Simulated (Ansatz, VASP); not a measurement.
SnTe in VASP and in Ansatz

Contents of INCAR:

```
SYSTEM = SnTe
  PREC = Accurate
  ENCUT = 520
  EDIFF = 1E-7
  ISMEAR = 0
  SIGMA = 0.1
  LREAL = .False.
  LASPH = .True.
  NELM = 60
  ALGO = Normal
  ISIF = 2
  LWAVE = .False.
  LCHARG = .False.
  GGA = PE
  NBANDS = 17
```

File KPOINTS:

```
regular mesh
0
Gamma
  6 6 4
  0 0 0
```

File POSCAR:

```
SnTe
1.0
    3.8625651200      0.0000000000      0.0000000000
   -1.9312825600      3.3450795100      0.0000000000
    0.0000000000      0.0000000000      6.1653715000
Sn Te
1 1
Direct
    0.6666666700      0.3333333300      0.0000000000
    0.0000000000      0.0000000000      0.5000000000
```

Input for Ansatz:

```yaml
crystal:
  lattice:
    - [3.86256512, 0.0, 0.0]
    - [-1.93128256, 3.34507951, 0.0]
    - [0.0, 0.0, 6.1653715]
  atoms:
    - { symbol: Sn, position: [0.66666667, 0.33333333, 0.0] }
    - { symbol: Te, position: [0.0, 0.0, 0.5] }
basis:
  ecutwfc: 420
kpoints:
  mp_grid: { grid: [6, 6, 4] }
hamiltonian:
  xc: pbe
scf:
  occupations: { method: gaussian, width: 0.1 }
  lower_state_search: "off"
output:
  forces: true
  stress: true
  eigenvalues: true
```

Change from the starting cell: species swapped into the TbSm type (P-6m2, No. 187).

Alike in both runs: task single point; functional PBE; k mesh 6 × 6 × 4; occupations gaussian, width 0.1 eV; no spin polarisation.

|  | VASP | Ansatz |
| --- | --- | --- |
| version | VASP 6.6.1 | Ansatz 0.2.0 |
| potentials or method | VASP PAW PBE potentials, release 64 (Sn_d, Te), cutoff 520 eV | scalar-relativistic, plane waves, PAW |
| valence electrons in the cell | 20 | 30 |

```csv
,VASP,Ansatz,Ansatz less VASP
gap on the k mesh at the Fermi level (eV),none,none,-
pressure (GPa),-7.0,-7.0,+0.03
"traceless stress, the component that is largest in VASP (GPa)",-0.33,-0.32,+0.005
```

A gap of «none» marks a metal or a gap that the smearing closes. VASP's potentials hold 20 valence electrons a cell and Ansatz's 30, so a difference there can come from the potentials and not from the codes.

Spin-orbit coupling is off throughout.
